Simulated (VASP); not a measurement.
# Au (Cmcm) in VASP: relaxation of cell and atoms with LDA

Aim: the relaxation of cell and atoms of Au with LDA.

Everything below comes from runs of VASP 6.6.1. Logs are shortened: lines on timing, memory, paths and dates and some standing lists are left out, and cuts for length are marked.

### Step 1. The cell of the first run

It takes space group Cmcm (No. 63, orthorhombic). Conventional cell: a = 2.823 Å, b = 5.112 Å, c = 4.893 Å, α = 90.00°, β = 90.00°, γ = 90.00°. Within 3.7 Å of Au (site symmetry m2m) lie 12 Au at 2.82 to 2.97 Å.

### Step 2. Relaxation of cell and atoms, LDA

File INCAR:

```
PREC = Accurate
ENCUT = 500
EDIFF = 1E-7
ISMEAR = 0
SIGMA = 0.1
LREAL = False
LASPH = True
NELM = 120
ALGO = Normal
ISIF = 3
LWAVE = False
LCHARG = False
IBRION = 2
NSW = 100
EDIFFG = -0.05
GGA_COMPAT = False
NELMIN = 4
```

File KPOINTS:

```
regular mesh
0
Gamma
  8 8 4
```

File POSCAR:

```
Au
1.0
    1.4113099650     -2.5559330250      0.0000000000
    1.4113099650      2.5559330250      0.0000000000
    0.0000000000      0.0000000000      4.8931696100
Au
2
Direct
    0.6653279700      0.3346720300      0.2500000000
    0.3346720300      0.6653279700      0.7500000000
```

Potentials or basis: VASP PAW LDA potentials, release 64 (Au_sv_GW).

On the command line:

```
$ cat potpaw_LDA.64/Au_sv_GW/POTCAR > POTCAR
$ mpirun -np 1 vasp_std > vasp.out
```

OUTCAR:

```text
PREC = Accurate
   ENCUT = 500
   EDIFF = 1E-7
   ISMEAR = 0
   LREAL = False
   LASPH = True
   NELM = 120
   ISIF = 3
   IBRION = 2
   NSW = 100
   EDIFFG = -0.05
   NELMIN = 4

 ion  position               nearest neighbor table
   1  0.665  0.335  0.250-   2 2.95   2 2.95   2 2.95   2 2.95   2 2.97   2 2.97
   2  0.335  0.665  0.750-   1 2.95   1 2.95   1 2.95   1 2.95   1 2.97   1 2.97

  LATTYP: Found a base centered orthorhombic cell.
 ALAT       =     2.8226199300
 B/A-ratio  =     1.8110359088
 C/A-ratio  =     1.7335559627

  Lattice vectors:

 A1 = (   1.4113099650,  -2.5559330250,   0.0000000000)
 A2 = (   1.4113099650,   2.5559330250,   0.0000000000)
 A3 = (   0.0000000000,   0.0000000000,   4.8931696100)

Analysis of symmetry for initial positions (statically):
=====================================================================
 Subroutine PRICEL returns:
 Original cell was already a primitive cell.

 Routine SETGRP: Setting up the symmetry group for a
 base centered orthorhombic supercell.

 Subroutine GETGRP returns: Found  8 space group operations
 (whereof  4 operations were pure point group operations)
 out of a pool of  8 trial point group operations.

The static configuration has the point symmetry C_2h.
 The point group associated with its full space group is D_2h.

Analysis of symmetry for dynamics (positions and initial velocities):
=====================================================================
 Subroutine PRICEL returns:
 Original cell was already a primitive cell.

 Routine SETGRP: Setting up the symmetry group for a
 base centered orthorhombic supercell.

 Subroutine GETGRP returns: Found  8 space group operations
 (whereof  4 operations were pure point group operations)
 out of a pool of  8 trial point group operations.

The dynamic configuration has the point symmetry C_2h.
 The point group associated with its full space group is D_2h.

 Subroutine INISYM returns: Found  8 space group operations
 (whereof  4 operations are pure point group operations),
 and found     1 'primitive' translations

----------------------------------------------------------------------------------------

                                     Primitive cell

  volume of cell :      35.3014

  direct lattice vectors                    reciprocal lattice vectors
     1.411309965 -2.555933025  0.000000000     0.354280783 -0.195623279  0.000000000
     1.411309965  2.555933025  0.000000000     0.354280783  0.195623279  0.000000000
     0.000000000  0.000000000  4.893169610     0.000000000  0.000000000  0.204366511

  length of vectors
     2.919689957  2.919689957  4.893169610     0.404701545  0.404701545  0.204366511

  position of ions in fractional coordinates (direct lattice)
     0.665327970  0.334672030  0.250000000
     0.334672030  0.665327970  0.750000000

  ion indices of the primitive-cell ions
   primitive index   ion index
                 1           1
                 2           2

----------------------------------------------------------------------------------------

 KPOINTS: regular mesh

Automatic generation of k-mesh.
 Grid dimensions read from file:
 generate k-points for:    8    8    4

 Generating k-lattice:

  Cartesian coordinates                     Fractional coordinates (reciprocal lattice)
     0.044285098 -0.024452910  0.000000000     0.125000000  0.000000000  0.000000000
     0.044285098  0.024452910  0.000000000     0.000000000  0.125000000  0.000000000
     0.000000000  0.000000000  0.051091628     0.000000000  0.000000000  0.250000000

  Length of vectors
     0.050587693  0.050587693  0.051091628

  Shift w.r.t. Gamma in fractional coordinates (k-lattice)
     0.000000000  0.000000000  0.000000000

 Subroutine IBZKPT returns following result:
 ===========================================

 Found     63 irreducible k-points:

 Following reciprocal coordinates:
            Coordinates               Weight
  0.000000  0.000000  0.000000      1.000000
  0.125000 -0.000000  0.000000      4.000000
  0.250000 -0.000000  0.000000      4.000000
  0.375000 -0.000000  0.000000      4.000000
  0.500000 -0.000000  0.000000      2.000000
  0.125000  0.125000  0.000000      2.000000
[... 16 lines left out ...]
  0.125000 -0.000000  0.250000      8.000000
  0.250000 -0.000000  0.250000      8.000000
 [... further k-points ...]
   k-points           NKPTS =     63   k-points in BZ     NKDIM =     63   number of bands    NBANDS=     23
   number of dos      NEDOS =    301   number of ions     NIONS =      2
   total plane-waves  NPLWV =  20736
   dimension x,y,z NGX =    24 NGY =   24 NGZ =   36
   dimension x,y,z NGXF=    48 NGYF=   48 NGZF=   72
   ions per type =               2
   NGX,Y,Z   is equivalent  to a cutoff of  13.67, 13.67, 12.23 a.u.
   NGXF,Y,Z  is equivalent  to a cutoff of  27.33, 27.33, 24.46 a.u.
 SYSTEM =  unknown system
   PREC   = accura    normal or accurate (medium, high low for compatibility)
   ISTART =      0    job   : 0-new  1-cont  2-samecut
   ICHARG =      2    charge: 1-file 2-atom 10-const
   ISPIN  =      1    spin polarized calculation?
   LNONCOLLINEAR =      F non collinear calculations
   LSORBIT =      F    spin-orbit coupling
   LASPH  =      T    aspherical Exc in radial PAW
   ENCUT  =  500.0 eV  36.75 Ry    6.06 a.u.   5.32  5.32  8.92*2*pi/ulx,y,z
   NELM   =    120;   NELMIN=  4; NELMDL= -5     # of ELM steps
   EDIFF  = 0.1E-06   stopping-criterion for ELM
   LREAL  =      F    real-space projection
   EDIFFG = -.5E-01   stopping-criterion for IOM
   NSW    =    100    number of steps for IOM
   IBRION =      2    ionic relax: 0-MD 1-quasi-New 2-CG
   NFREE  =      1    steps in history (QN), initial steepest desc. (CG)
   ISIF   =      3    stress and relaxation
   ISYM   =      2    0-nonsym 1-usesym 2-fastsym
   POTIM  = 0.5000    time-step for ionic-motion
   TEBEG  =    0.0;   TEEND  =   0.0 temperature during run
   PSTRESS=    0.0 pullay stress
   NELECT =      38.0000    total number of electrons
   NUPDOWN=      -1.0000    fix difference up-down
   EMIN   =  10.00;   EMAX   =-10.00  energy-range for DOS
   EFERMI =   0.00;   METHOD = LEGACY
   ISMEAR =     0;   SIGMA  =   0.10  broadening in eV -4-tet -1-fermi 0-gaus
   EFERMI_NEDOS =   21; number of points for ismear=-14 and -15
   IALGO  =     38    algorithm
   IMIX   =      4    mixing-type and parameters
     AMIX     =   0.40;   BMIX     =  1.00
     AMIX_MAG =   1.60;   BMIX_MAG =  1.00
  volume/ion in A,a.u.               =      17.65       119.11
  Fermi-wavevector in a.u.,A,eV,Ry     =   1.677794  3.170571 38.300303  2.814993
  Thomas-Fermi vector in A             =   2.761997
   LORBIT       =      0    0 simple, 1 ext, 2 COOP (PROOUT), +10 PAW based schemes
   GGA     = CA    functional components
   LHFCALC =     F    Hartree Fock is set to
   AEXX    =    0.0000 exact exchange contribution
   IVDW    =     0    specifies the selected vdW correction
   LEPSILON=     F    determine dielectric tensor
   LRPA    =     F    only Hartree local field effects (RPA)
 conjugate gradient relaxation of ions
 non-spin polarized calculation
 Gauss-broadening in eV      SIGMA  =   0.10
  energy-cutoff  :      500.00
  volume of cell :       35.30
 maximum number of plane-waves:       912
 NGX is ok and might be reduce to    24
   NGX = 11   NGY = 11   NGZ = 17

--------------------------------------- Ionic step        1  -------------------------------------------

 number of electron      37.9999994 magnetization

 Free energy of the ion-electron system (eV)
  ---------------------------------------------------
  ext. energy  EPLUGINS =         0.00000000
  ---------------------------------------------------
  free energy    TOTEN  =        -7.47356020 eV

  energy without entropy =       -7.46880413  energy(sigma->0) =       -7.47118216

------------------------ aborting loop because EDIFF is reached ----------------------------------------

  FORCE on cell =-STRESS in cart. coord.  units (eV):
  Direction    XX          YY          ZZ          XY          YZ          ZX
  --------------------------------------------------------------------------------------
  -------------------------------------------------------------------------------------
  Total       -2.6428511     -1.7972986     -2.3572862      0.0000000     -0.0000000      0.0000000
  in kB     -119.9474809    -81.5715422   -106.9869367      0.0000000     -0.0000000      0.0000000
  external PRESSURE =    -102.8353199 kB  Pullay stress =       0.0000000 kB
[... 21 lines left out ...]
  energy  without entropy=       -7.4688041260  energy(sigma->0) =       -7.47118216

--------------------------------------- Ionic step        2  -------------------------------------------

 number of electron      37.9999993 magnetization

 E-fermi :  10.8271     XC(G=0): -14.5349

 val. band max:       10.8141221306   @ k =   0.5000   0.2500   0.2500
 cond. band min:      10.9199869353   @ k =   0.2500  -0.0000   0.2500
 fundamental gap:      0.1058648047
 Fermi energy:        10.8270809289

 k-point     1 :       0.0000    0.0000    0.0000
  band No.  band energies     occupation
      1     -94.8806      2.00000
      2     -94.8601      2.00000
      3     -46.6817      2.00000
      4     -46.3913      2.00000
      5     -46.3714      2.00000
      6     -46.3471      2.00000
[... 613 lines left out ...]
     22      22.8533      0.00000
     23      25.4903      0.00000

 [... further k-points ...]
[... 5 lines left out ...]
  --------------------------------------------------------------------------------------
  -------------------------------------------------------------------------------------
  Total        6.5367085      5.4749241      4.6799986      0.0000000      0.0000000      0.0000000
  in kB      351.2027621    294.1554560    251.4458805      0.0000000      0.0000000      0.0000000
  external PRESSURE =     298.9346995 kB  Pullay stress =       0.0000000 kB
[... 53 lines left out ...]
  FREE ENERGIE OF THE ION-ELECTRON SYSTEM (eV)
  ---------------------------------------------------
  free  energy   TOTEN  =        -7.5444783586 eV

  energy  without entropy=       -7.5394677196  energy(sigma->0) =       -7.54197304

[... ionic steps 4 to 9 ...]

--------------------------------------- Ionic step       10  -------------------------------------------

 number of electron      38.0000003 magnetization

------------------------ aborting loop because EDIFF is reached ----------------------------------------

  FORCE on cell =-STRESS in cart. coord.  units (eV):
  Direction    XX          YY          ZZ          XY          YZ          ZX
  --------------------------------------------------------------------------------------
  -------------------------------------------------------------------------------------
  Total       -0.0464180     -0.0430635     -0.0379687      0.0000000     -0.0000000      0.0000000
  in kB       -2.2339603     -2.0725214     -1.8273202      0.0000000     -0.0000000      0.0000000
  external PRESSURE =      -2.0446006 kB  Pullay stress =       0.0000000 kB
[... 57 lines left out ...]
  energy  without entropy=       -7.5499388660  energy(sigma->0) =       -7.55133455

--------------------------------------- Ionic step       12  -------------------------------------------

 number of electron      38.0000008 magnetization

 Free energy of the ion-electron system (eV)
  ---------------------------------------------------
  ext. energy  EPLUGINS =         0.00000000
  ---------------------------------------------------
  free energy    TOTEN  =        -7.55387190 eV

  energy without entropy =       -7.55123192  energy(sigma->0) =       -7.55255191

 E-fermi :   8.9258     XC(G=0): -13.8166

 val. band max:        8.8185280653   @ k =   0.5000   0.5000   0.5000
 cond. band min:       8.9269542710   @ k =   0.5000  -0.0000   0.2500
 fundamental gap:      0.1084262057
 Fermi energy:         8.9257984979

 k-point     1 :       0.0000    0.0000    0.0000
  band No.  band energies     occupation
      1     -96.3567      2.00000
      2     -96.3436      2.00000
      3     -48.0942      2.00000
      4     -47.9070      2.00000
      5     -47.8762      2.00000
      6     -47.8751      2.00000
[... 613 lines left out ...]
     22      19.9073      0.00000
     23      22.5429      0.00000

 [... further k-points ...]
[... 5 lines left out ...]
  --------------------------------------------------------------------------------------
  -------------------------------------------------------------------------------------
  Total       -0.0322643      0.0005705     -0.0607770      0.0000000     -0.0000000      0.0000000
  in kB       -1.5546892      0.0274889     -2.9286033      0.0000000     -0.0000000      0.0000000
  external PRESSURE =      -1.4852678 kB  Pullay stress =       0.0000000 kB
[... 17 lines left out ...]
  FREE ENERGIE OF THE ION-ELECTRON SYSTEM (eV)
  ---------------------------------------------------
  free  energy   TOTEN  =        -7.5538719029 eV

  energy  without entropy=       -7.5512319185  energy(sigma->0) =       -7.55255191

 reached required accuracy - stopping structural energy minimisation
```

Wall time 3.1 min (1 thread of Intel Xeon 6975P-C (Granite Rapids), shared host); peak memory 0.18 GiB.

What came out:

```
Free energy                            : -7.5539 eV
Relaxed volume                         : 16.62 Å³/atom
Relaxed cell                           : a = 2.913 Å, b = 2.913 Å, c = 4.700 Å, α = 90.00°, β = 90.00°, γ = 123.55°
Space group after relaxing (to 0.05 Å) : Cmcm (No. 63)
Energy gained by relaxing              : 40.2 meV/atom
Ionic steps                            : 12
Pressure after relaxing                : -0.1 GPa
Largest force after relaxing           : 0.044 eV/Å
Band gap on the k mesh                 : zero (band 19 reaches 12.32 eV, above the bottom of band 20 at 6.33 eV)
```

Forces on the atoms (eV/Å):
```
Au   0.000  0.044  0.000
Au   0.000 -0.044  0.000
```

Stress tensor (GPa, compression positive):
```
-0.16  0.00  0.00
 0.00  0.00  0.00
 0.00  0.00 -0.29
```

The path:
```
step  energy change (eV)  largest force (eV/Å)  pressure (GPa)  volume (Å³)
   1              0.0000                0.0129          -10.28        35.30
   2              0.2171                0.1172           29.89        29.82
   3             -0.0709                0.0006           -0.21        33.33
   4             -0.0710                0.0002            0.08        33.28
   5             -0.0710                0.0004            0.32        33.24
   6             -0.0758                0.0125            0.33        33.22
   7             -0.0785                0.0430            0.37        33.20
   8             -0.0786                0.0552            0.40        33.19
   9             -0.0785                0.0486           -1.00        33.42
  10             -0.0788                0.0519           -0.20        33.29
  11             -0.0792                0.0508           -0.20        33.28
  12             -0.0803                0.0443           -0.15        33.25
```

Final structure:
```
CELL_PARAMETERS angstrom
1.37789 -2.56686 0.00000
1.37789 2.56686 0.00000
0.00000 0.00000 4.70049
ATOMIC_POSITIONS crystal
Au 0.66220 0.33780 0.25000
Au 0.33780 0.66220 0.75000
```

Levels at points of the mesh, in eV from the Fermi level:
| k point | band 17 | band 18 | band 19 | band 20 | band 21 | band 22 |
| --- | --- | --- | --- | --- | --- | --- |
| (0.00, 0.00, 0.00) | -3.60 | -2.24 | -2.22 | -1.17 | 3.04 | 14.08 |
| (0.50, 0.00, 0.00) | -1.98 | -1.79 | 0.46 | 1.86 | 6.13 | 7.60 |
| (0.50, 0.50, 0.00) | -1.85 | -1.83 | 0.05 | 0.99 | 5.57 | 7.08 |
| (0.00, 0.00, 0.50) | -2.88 | -2.88 | -2.57 | -2.57 | 11.26 | 11.26 |
| (0.50, 0.00, 0.50) | -1.81 | -1.81 | 0.60 | 0.60 | 4.37 | 4.37 |
| (0.50, 0.50, 0.50) | -1.93 | -1.93 | -0.11 | -0.11 | 3.50 | 3.50 |

Caveat: spin-orbit coupling is left out, which moves the levels of the heavy elements; the relaxation stopped at a loose force limit of 0.05 eV/Å, so its end isn't a converged minimum.
